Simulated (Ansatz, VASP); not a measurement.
**One calculation of TaSi3, two programs**

```xyz
4
Lattice="2.6712 0.0000 0.0000 0.0000 2.6712 0.0000 0.0000 0.0000 8.7924" Properties=species:S:1:pos:R:3 pbc="T T T"
Ta    0.0000    0.0000    0.0000
Si    1.3356    1.3356    6.4561
Si    0.0000    0.0000    4.3962
Si    1.3356    1.3356    2.3364
```

Change from the starting cell: species swapped into the TlIn3 type (P4/mmm, No. 123).

Alike in both runs: task single point; functional PBE; k mesh 6 × 6 × 2; occupations gaussian, width 0.1 eV; no spin polarisation.

```csv
,VASP,Ansatz
version,VASP 6.6.1,Ansatz 0.2.0
potentials or method,"VASP PAW PBE potentials, release 64 (Ta_pv, Si), cutoff 500 eV","scalar-relativistic, plane waves, PAW"
valence electrons in the cell,23,25
```

|  | VASP | Ansatz | Ansatz less VASP |
| --- | --- | --- | --- |
| gap on the k mesh at the Fermi level (eV) | none | none | - |
| pressure (GPa) | -2.0 | -2.1 | -0.06 |
| traceless stress, the component that is largest in VASP (GPa) | -11.46 | -11.51 | -0.052 |
| rms of the force components (eV/Å) | 0.437 | 0.439 | +0.0019 |

Atom by atom the forces differ by 0.002 eV/Å (rms over components). A gap of «none» marks a metal or a gap that the smearing closes. With one functional, cell and mesh, what is left measures potentials, basis and numerics. VASP's potentials hold 23 valence electrons a cell and Ansatz's 25, so a difference there can come from the potentials and not from the codes.

The k mesh is coarse, so the values compare programs but aren't converged. Neither program's run includes spin-orbit coupling.
